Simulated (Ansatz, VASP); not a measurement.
SnO2 in VASP and in Ansatz

Contents of POSCAR:

```
SnO2
1.0
    1.6170930800      0.9336291200      4.8005925800
   -1.6170930800      0.9336291200      4.8005925800
    0.0000000000     -1.8672582400      4.8005925800
Sn O
1 2
Direct
    0.5000000007      0.5000000007      0.5000000007
    0.2371700002      0.2371700002      0.2371700002
    0.7628300005      0.7628300005      0.7628300005
```

File INCAR.step1:

```
PREC     = Accurate       # precision mode
ENCUT    = 520            # plane-wave cutoff, eV
ISMEAR   = 0              # smearing method
SIGMA    = 0.01           # smearing width, eV
LREAL    = F              # projectors in reciprocal space
LASPH    = T              # aspherical terms in the spheres
NELM     = 60             # most SCF steps
NBANDS   = 20             # bands
GGA      = PE             # functional
ALGO     = Normal         # electronic algorithm
EDIFF    = 1E-4           # SCF threshold, eV
LWAVE    = T              # write WAVECAR
LCHARG   = F              # write CHGCAR
```

The input INCAR.step2:

```
PREC     = Accurate       # precision mode
ENCUT    = 520            # plane-wave cutoff, eV
EDIFF    = 1E-7           # SCF threshold, eV
ISMEAR   = 0              # smearing method
SIGMA    = 0.01           # smearing width, eV
LREAL    = F              # projectors in reciprocal space
LASPH    = T              # aspherical terms in the spheres
NELM     = 60             # most SCF steps
ALGO     = Normal         # electronic algorithm
ISIF     = 2              # what is computed and relaxed
LWAVE    = F              # write WAVECAR
LCHARG   = F              # write CHGCAR
METAGGA  = R2SCAN         # meta-GGA
LMIXTAU  = T            
NBANDS   = 20             # bands
ISTART   = 1
```

KPOINTS

```
Automatic mesh
0
Gamma
  7 7 7
```

Input for Ansatz:

```yaml
crystal:
  lattice:
    - [1.61709308, 0.93362912, 4.80059258]
    - [-1.61709308, 0.93362912, 4.80059258]
    - [0.0, -1.86725824, 4.80059258]
  atoms:
    - { symbol: Sn, position: [0.5000000006943587, 0.5000000006943587, 0.5000000006943587] }
    - { symbol: O, position: [0.2371700002363736, 0.2371700002363736, 0.2371700002363736] }
    - { symbol: O, position: [0.7628300004579852, 0.7628300004579852, 0.7628300004579852] }
basis:
  ecutwfc: 653.073269903712
kpoints:
  mp_grid:
    grid: [7, 7, 7]
hamiltonian:
  xc: r2scan
scf:
  occupations:
    method: fixed
output:
  band_densities:
    - { bands: [v3, v1] }
    - { bands: [c1, c1] }
```

Alike in both runs: task single point; functional r2SCAN; k mesh 7 × 7 × 7; no spin polarisation.

|  | VASP | Ansatz |
| --- | --- | --- |
| version | VASP 6.6.1 | Ansatz 0.2.0 |
| potentials or method | VASP PAW PBE potentials, release 64 (Sn_d, O), cutoff 520 eV | plane waves, PAW |
| occupations | gaussian, width 0.01 eV | fixed |
| valence electrons in the cell | 26 | 26 |

|  | VASP | Ansatz | Ansatz less VASP |
| --- | --- | --- | --- |
| gap on the k mesh at the Fermi level (eV) | 2.44 | 2.44 | +0.006 |

VASP's potentials were made for PBE, not for r2SCAN.
